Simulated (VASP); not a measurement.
Crystal: Ag.

```
CELL_PARAMETERS angstrom
0.00000 2.04275 2.04275
2.04275 0.00000 2.04275
2.04275 2.04275 0.00000
ATOMIC_POSITIONS crystal
Ag 0.00000 0.00000 0.00000
```

```yaml
Program: VASP 6.6.1
Task: relaxation of cell and atoms
Functional: LDA
Potentials_or_basis: VASP PAW LDA potentials, release 64 (Ag)
Cutoff: 600 eV
k_mesh: 18 × 18 × 18
Occupations: gaussian, width 0.1 eV
Spin: no spin polarisation
```

At the start: pressure -7.0 GPa; volume 17.05 Å³/atom.

Question: Where does the relaxation end?

Answer: Over 7 steps the energy falls by 24.0 meV/atom and the volume is 16.04 Å³/atom (-5.9 %); space group Fm-3m (No. 225, to 0.05 Å).

The path:
```
step  energy change (eV)  largest force (eV/Å)  pressure (GPa)  volume (Å³)
   1              0.0000                0.0000           -6.97        17.05
   2             -0.0067                0.0000            7.83        15.28
   3             -0.0240                0.0000           -0.59        16.04
   4             -0.0239                0.0000            0.52        15.98
   5             -0.0240                0.0000            0.28        16.01
   6             -0.0240                0.0000           -0.24        16.07
   7             -0.0240                0.0000            0.01        16.04
```

Final structure:
```xyz
1
Lattice="0.0000 2.0017 2.0017 2.0017 0.0000 2.0017 2.0017 2.0017 0.0000" Properties=species:S:1:pos:R:3 pbc="T T T"
Ag    0.0000    0.0000    0.0000
```
